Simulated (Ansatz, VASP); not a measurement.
## As in VASP and in Ansatz

```xyz
2
Lattice="1.8816 1.0863 3.5614 -1.8816 1.0863 3.5614 0.0000 -2.1727 3.5614" Properties=species:S:1:pos:R:3 pbc="T T T"
As    0.0000    0.0000    8.2682
As    0.0000    0.0000    2.4159
```

Alike in both runs: task single point; functional r2SCAN; k mesh 8 × 8 × 8; occupations fermi-dirac, width 0.02 eV; no spin polarisation.

|  | VASP | Ansatz |
| --- | --- | --- |
| version | VASP 6.6.1 | Ansatz 0.2.0 |
| potentials or method | VASP PAW PBE potentials, release 64 (As_d) | plane waves, PAW |
| plane-wave cutoff (eV) | 660 | 500 |
| valence electrons in the cell | 30 | 30 |

|  | VASP | Ansatz | Ansatz less VASP |
| --- | --- | --- | --- |
| pressure (GPa) | 0.9 | 0.9 | 0.00 |
| traceless stress, the component that is largest in VASP (GPa) | 0.05 | 0.10 | +0.051 |
| rms of the force components (eV/Å) | 0.003 | 0.017 | +0.0146 |

VASP's potentials were made for PBE, not for r2SCAN. Atom by atom the forces differ by 0.015 eV/Å (rms over components).
